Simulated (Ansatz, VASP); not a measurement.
# One calculation of GaN, two programs

File POSCAR:

```
GaN
1.0
    0.0000000000      2.2535006075      2.1633605832
    2.2535006075      0.0000000000      2.1633605832
    2.2535006075      2.2535006075      0.0000000000
Ga N
1 1
Direct
    0.0000000000      0.0000000000      0.0000000000
    0.7500000000      0.7500000000      0.7500000000
```

INCAR.step1

```
  ALGO = Normal
  EDIFF = 1E-5
  ENCUT = 1460
  GGA = PE
  GGA_COMPAT = F
  ISMEAR = 0
  LASPH = T
  LCHARG = F
  LREAL = F
  LWAVE = T
  NBANDS = 16
  NELM = 120
  PREC = Accurate
  SIGMA = 0.05
```

INCAR.step2

```
  ALGO = Normal
  EDIFF = 1E-6
  ENCUT = 1460
  GGA_COMPAT = F
  ISIF = 2
  ISMEAR = 0
  ISTART = 1
  LASPH = T
  LCHARG = F
  LMIXTAU = T
  LREAL = F
  LWAVE = F
  METAGGA = R2SCAN
  NBANDS = 16
  NELM = 120
  PREC = Accurate
  SIGMA = 0.05
```

File KPOINTS:

```
k-points
0
Gamma
  10 10 10
```

Input for Ansatz:

```yaml
crystal:
  lattice:
    - [0.0, 2.2535006075, 2.1633605832]
    - [2.2535006075, 0.0, 2.1633605832]
    - [2.2535006075, 2.2535006075, 0.0]
  atoms:
    - { symbol: Ga, position: [0.0, 0.0, 0.0] }
    - { symbol: "N", position: [0.75, 0.75, 0.75] }
basis:
  ecutwfc: 500
kpoints:
  mp_grid: { grid: [10, 10, 10] }
hamiltonian:
  xc: r2scan
scf:
  occupations: { method: gaussian, width: 0.05 }
output:
  forces: true
  stress: true
  eigenvalues: true
```

Change from the starting cell: strain +0.000 along x and y, -0.040 along z, atoms carried along.

Alike in both runs: task single point; functional r2SCAN; k mesh 10 × 10 × 10; occupations gaussian, width 0.05 eV; no spin polarisation.

|  | VASP | Ansatz |
| --- | --- | --- |
| version | VASP 6.6.1 | Ansatz 0.2.0 |
| potentials or method | VASP PAW PBE potentials, release 64 (Ga_d, N_h), cutoff 1460 eV | scalar-relativistic, plane waves, PAW |
| valence electrons in the cell | 18 | 18 |

```csv
,VASP,Ansatz,Ansatz less VASP
gap on the k mesh at the Fermi level (eV),2.27,2.28,+0.012
least direct gap on the mesh (eV),2.27,2.28,+0.012
pressure (GPa),8.3,7.2,-1.07
"traceless stress, the component that is largest in VASP (GPa)",3.07,3.14,+0.062
```

VASP's potentials were made for PBE, not for r2SCAN. With one functional, cell and mesh, what is left measures potentials, basis and numerics.
